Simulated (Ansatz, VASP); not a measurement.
# Y: VASP beside Ansatz

```
Y
1.0
    -2.03592    2.03592    2.03592
     2.03592   -2.03592    2.03592
     2.03592    2.03592   -2.03592
Y
1
Direct
  0.00000 0.00000 0.00000
```

Alike in both runs: task single point; functional r2SCAN; k mesh 18 × 18 × 18; occupations fermi-dirac, width 0.05 eV; collinear spin.

```csv
,VASP,Ansatz
version,VASP 6.6.1,Ansatz 0.2.0
potentials or method,"VASP PAW PBE potentials, release 64 (Y_sv), cutoff 520 eV","plane waves (500 eV) with PAW, scalar-relativistic"
valence electrons in the cell,11,11
```

Ansatz gave:

- net moment per atom (μB): 0.49
- size of the moment on the site where the two differ most (μB): 0.26

Problem. Which values does VASP return?

Solution. net moment per atom (μB): 0.00; size of the moment on the site where the two differ most (μB): 0.00.

The net moments are unlike, so the other rows may belong to different states. VASP's potentials were made for PBE, not for r2SCAN. Site moments also hang on the region over which each program counts them. Ansatz's warnings: stability check not made.
